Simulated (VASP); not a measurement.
Set up this calculation in VASP 6.6.1, as the native input.

```yaml
Task: single point
Functional: r2SCAN
Potentials_or_basis: VASP PAW PBE potentials, release 64 (Sc_sv)
Cutoff: 520 eV
k_mesh: 18 × 18 × 18
Occupations: gaussian, width 0.15 eV
Spin: no spin polarisation
Dipole_correction: no
Further_INCAR_settings: ALGO = Normal; EDIFF = 1e-06; NBANDS = 12
```

Crystal: Sc.

```
CELL_PARAMETERS angstrom
0.00000 2.45214 2.08886
2.45214 0.00000 2.08886
2.45214 2.45214 0.00000
ATOMIC_POSITIONS crystal
Sc 0.00000 0.00000 0.00000
```

This cell differs from its parent crystal: strain +0.080 along x and y, -0.080 along z.

The input as run:

POSCAR

```
Sc
1.0
    0.0000000000      2.4521400000      2.0888600000
    2.4521400000      0.0000000000      2.0888600000
    2.4521400000      2.4521400000      0.0000000000
Sc
1
Direct
    0.0000000000      0.0000000000      0.0000000000
```

INCAR.step1

```
SYSTEM = Sc
  ALGO = Normal
  EDIFF = 1E-4
  ENCUT = 520
  GGA = PE
  ISMEAR = 0
  LASPH = .TRUE.
  LCHARG = .FALSE.
  LREAL = .FALSE.
  LWAVE = .TRUE.
  NBANDS = 12
  NELM = 80
  PREC = Accurate
  SIGMA = 0.15
```

INCAR.step2

```
SYSTEM = Sc
  ALGO = Normal
  EDIFF = 1E-6
  ENCUT = 520
  ISIF = 2
  ISMEAR = 0
  ISTART = 1
  LASPH = .TRUE.
  LCHARG = .TRUE.
  LELF = .TRUE.
  LMIXTAU = .TRUE.
  LREAL = .FALSE.
  LVHAR = .TRUE.
  LWAVE = .FALSE.
  METAGGA = R2SCAN
  NBANDS = 12
  NELM = 80
  PREC = Accurate
  SIGMA = 0.15
```

KPOINTS

```
k-points
0
G
  18 18 18
  0 0 0
```

Potentials or basis: VASP PAW PBE potentials, release 64 (Sc_sv).

Run with:

```bash
$ cat potpaw_PBE.64/Sc_sv/POTCAR > POTCAR
$ cp INCAR.step1 INCAR
$ mpirun -np 1 vasp_std > vasp.out
$ cp INCAR.step2 INCAR
$ mpirun -np 1 vasp_std > vasp.out
```

Results of the run:

The pressure is 0.1 GPa and the band gap on the k mesh is zero (an odd number of electrons rules out a gap without spin polarisation).

Caveat: the cell differs from its parent crystal (strain +0.080 along x and y, -0.080 along z); the PAW data sets were made with another functional, which shifts forces and pressure a little.

It took 4.2 min on 1 thread of Intel(R) Xeon(R) Platinum 8375C CPU @ 2.90GHz (Ice Lake), on a shared host, peak memory 0.26 GiB.
